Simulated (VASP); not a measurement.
A run of VASP 6.6.1:

Contents of INCAR:

```
ALGO = Normal
EDIFF = 1E-7
EDIFFG = -0.01
ENCUT = 600
GGA = PE
IBRION = 2
ISIF = 4
ISMEAR = 0
IVDW = 12
LASPH = T
LCHARG = F
LREAL = F
LWAVE = F
NELM = 60
NSW = 50
PREC = Accurate
SIGMA = 0.02
```

KPOINTS

```
k-points
0
Gamma
  12 12 4
```

Contents of POSCAR:

```
BN
1.0
    2.4742646219      0.0000000000      0.0000000000
   -1.2371323110      2.1427760183      0.0000000000
    0.0000000000      0.0000000000      6.1763371810
B N
2 2
Direct
    0.3333333333      0.6666666667      0.2500000000
    0.6666666667      0.3333333333      0.7500000000
    0.3333333333      0.6666666667      0.7500000000
    0.6666666667      0.3333333333      0.2500000000
```

Potentials or basis: VASP PAW PBE potentials, release 64 (B, N).

Command:

```bash
$ cat potpaw_PBE.64/B/POTCAR potpaw_PBE.64/N/POTCAR > POTCAR
$ mpirun -np 1 vasp_std > vasp.out
```

Hardware: 1 thread of Intel(R) Xeon(R) Platinum 8559C (Emerald Rapids), on a shared host.

Question: Estimate the wall time of this run.

Answer: Wall time 30 s on 1 thread of Intel(R) Xeon(R) Platinum 8559C (Emerald Rapids), with other jobs on the host, peak memory 0.18 GiB. Counts: scf iterations 29, k points 57, ion steps 3.
